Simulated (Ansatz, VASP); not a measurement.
# Si5Sn: VASP beside Ansatz

```xyz
6
Lattice="5.0431 0.0000 0.0000 -2.5215 4.3674 0.0000 0.0000 0.0000 4.7129" Properties=species:S:1:pos:R:3 pbc="T T T"
Si    1.6763    2.9034    0.0000
Si    0.0000    2.9116    2.3564
Si   -0.8453    1.4640    0.0000
Si    1.6905    0.0000    0.0000
Si    2.5215    1.4558    2.3564
Sn    0.0000    0.0000    2.3564
```

Change from the starting cell: species swapped into the MgPd5 type (P-62m, No. 189).

Alike in both runs: task single point; functional PBE; k mesh 6 × 6 × 4; occupations gaussian, width 0.1 eV; no spin polarisation.

|  | VASP | Ansatz |
| --- | --- | --- |
| version | VASP 6.6.1 | Ansatz 0.2.0 |
| potentials or method | VASP PAW PBE potentials, release 64 (Si, Sn_d), cutoff 520 eV | scalar-relativistic, plane waves, PAW |
| valence electrons in the cell | 34 | 34 |

|  | VASP | Ansatz | Ansatz less VASP |
| --- | --- | --- | --- |
| gap on the k mesh at the Fermi level (eV) | none | none | - |
| pressure (GPa) | -1.4 | -1.4 | +0.03 |
| traceless stress, the component that is largest in VASP (GPa) | 1.16 | 1.16 | +0.002 |
| rms of the force components (eV/Å) | 0.267 | 0.267 | +0.0002 |

Atom by atom the forces differ by 0.000 eV/Å (rms over components). A gap of «none» marks a metal or a gap that the smearing closes.
